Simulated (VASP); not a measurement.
# Be: single point with PBEsol

Be:

```
CELL_PARAMETERS angstrom
2.20502 0.00000 0.00000
-1.10251 1.90960 0.00000
0.00000 0.00000 3.46783
ATOMIC_POSITIONS crystal
Be 0.66667 0.33333 0.75000
Be 0.33333 0.66667 0.25000
```

```yaml
Program: VASP 6.6.1
Task: single point
Functional: PBEsol
Potentials_or_basis: VASP PAW PBE potentials, release 64 (Be)
Cutoff: 520 eV
k_mesh: 13 × 13 × 8
Occupations: fermi-dirac, width 0.05 eV
Spin: no spin polarisation
Dipole_correction: no
Further_INCAR_settings: ALGO = Normal; EDIFF = 1e-06; NBANDS = 9
```

```
Pressure               : 10.5 GPa
Band gap on the k mesh : zero (band 2 reaches 8.80 eV, above the bottom of band 3 at 7.14 eV)
```

Levels at points of the mesh, in eV from the Fermi level:
| k point | band 1 | band 2 | band 3 | band 4 | band 5 |
| --- | --- | --- | --- | --- | --- |
| (0.00, 0.00, 0.00) | -11.58 | -4.54 | 1.64 | 17.20 | 17.20 |
| (0.00, 0.00, 0.50) | -9.35 | -9.35 | 11.63 | 11.63 | 18.97 |

It took 9.8 s on 1 thread of Intel Xeon 8259CL, with other jobs on the host, peak memory 0.12 GiB.

Caveat: the PAW data sets were made with another functional, which shifts forces and pressure a little.
